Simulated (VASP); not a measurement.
A run of VASP 6.6.1 is set up as follows.

File INCAR:

```
SYSTEM = Zr3S2
PREC = Accurate
ENCUT = 520
EDIFF = 1E-6
ISMEAR = 0
SIGMA = 0.1
LREAL = .FALSE.
LASPH = .TRUE.
NELM = 60
ALGO = Normal
ISIF = 2
LWAVE = .FALSE.
LCHARG = .FALSE.
GGA = PE
NBANDS = 32
```

Contents of KPOINTS:

```
regular mesh
0
G
  12 12 12
  0 0 0
```

Contents of POSCAR:

```
Zr3S2
1.0
    2.8952118352      1.6715513324      3.4803742106
   -2.8952118352      1.6715513324      3.4803742106
    0.0000000000     -3.3431026648      3.4803742107
Zr S
3 2
Direct
    0.1621066357      0.8378933643      0.5000000000
    0.5000000000      0.1621066357      0.8378933643
    0.8378933643      0.5000000000      0.1621066357
    0.3347765468      0.3347765468      0.3347765468
    0.6652234532      0.6652234532      0.6652234532
```

Potentials or basis: VASP PAW PBE potentials, release 64 (Zr_sv, S).

Run with:

```console
$ cat potpaw_PBE.64/Zr_sv/POTCAR potpaw_PBE.64/S/POTCAR > POTCAR
$ mpirun -np 1 vasp_std > vasp.out
```

Problem. Estimate the band gap on the k mesh.

Solution. Zero (band 24 reaches 9.16 eV, above the bottom of band 25 at 8.83 eV).

Problem. What does it give for the pressure?

Solution. 0.0 GPa.

Problem. What does it give for the largest force?

Solution. 0.004 eV/Å.

Forces on the atoms (eV/Å):
```
Zr  -0.004  0.000  0.000
Zr   0.002 -0.004  0.000
Zr   0.002  0.004  0.000
S    0.000  0.000  0.004
S    0.000  0.000 -0.004
```
